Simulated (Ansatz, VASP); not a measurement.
**Two plane-wave programs on TiCo2**

```
Ti Co
1.0
     0.00000    3.24427    3.24427
     3.24427    0.00000    3.24427
     3.24427    3.24427    0.00000
Ti Co
2 4
Direct
  0.50000 0.50000 0.50000
  0.75000 0.75000 0.75000
  0.12500 0.12500 0.12500
  0.62500 0.12500 0.12500
  0.12500 0.12500 0.62500
  0.12500 0.62500 0.12500
```

Alike in both runs: functional LDA; k mesh 6 × 6 × 6; occupations gaussian, width 0.1 eV; collinear spin.

Ansatz relaxed the structure, and its values are those at the end. VASP's run is a single point on that final structure, the one shown.

|  | VASP | Ansatz |
| --- | --- | --- |
| version | VASP 6.6.1 | Ansatz 0.2.0 |
| potentials or method | VASP PAW LDA potentials, release 64 (Ti_sv, Co), cutoff 520 eV | scalar-relativistic, plane waves, PAW |
| valence electrons in the cell | 60 | 92 |

```tsv
	VASP	Ansatz	Ansatz less VASP
gap on the k mesh at the Fermi level (eV)	none	none	-
pressure (GPa)	-0.6	-0.1	+0.50
net moment per atom (μB)	0.00	0.00	0.000
```

LDA's correlation is that of Perdew and Zunger in VASP and of Perdew and Wang (1992) in Ansatz. A gap of «none» marks a metal or a gap that the smearing closes. VASP's potentials hold 60 valence electrons a cell and Ansatz's 92, so a difference there can come from the potentials and not from the codes. Ansatz's warnings: seeded moment not kept.
